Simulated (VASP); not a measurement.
# TaN: single point with LDA

TaN:

```
Ta N
1.0
     5.14984    0.00000    0.00000
    -2.57492    4.45989    0.00000
     0.00000    0.00000    2.87424
Ta N
3 3
Direct
  0.33333 0.66667 0.50000
  0.66667 0.33333 0.50000
  0.00000 0.00000 0.00000
  0.39342 0.00000 0.00000
  0.60658 0.60658 0.00000
  0.00000 0.39342 0.00000
```

```
Program             : VASP 6.6.1
Task                : single point
Functional          : LDA
Potentials or basis : VASP PAW LDA potentials, release 64 (Ta_sv_GW, N)
Cutoff              : 700 eV
k mesh              : 7 × 7 × 11
Occupations         : fermi-dirac, width 0.1 eV
Spin                : no spin polarisation
```

```json
{"Pressure": "1.1 GPa", "Largest force": "0.010 eV/Å", "Band gap on the k mesh": "zero (bands 27 and 28 overlap by 3.29 eV)"}
```

Forces on the atoms (eV/Å):
```
Ta   0.000  0.000  0.000
Ta   0.000  0.000  0.000
Ta   0.000  0.000  0.000
N    0.010  0.000  0.000
N   -0.005 -0.009  0.000
N   -0.005  0.009  0.000
```

Levels at points of the mesh, in eV from the Fermi level:
```
           k point  band 25  band 26  band 27  band 28  band 29  band 30
(0.00, 0.00, 0.00)    -3.34    -2.00    -0.99    -0.99     0.57     0.57
```

Wall time 3.2 min on 1 thread of Intel(R) Xeon(R) Platinum 8488C (Sapphire Rapids) (shared host), peak memory 0.3 GiB.

Caveat: spin-orbit coupling is left out, which moves the levels of the heavy elements.
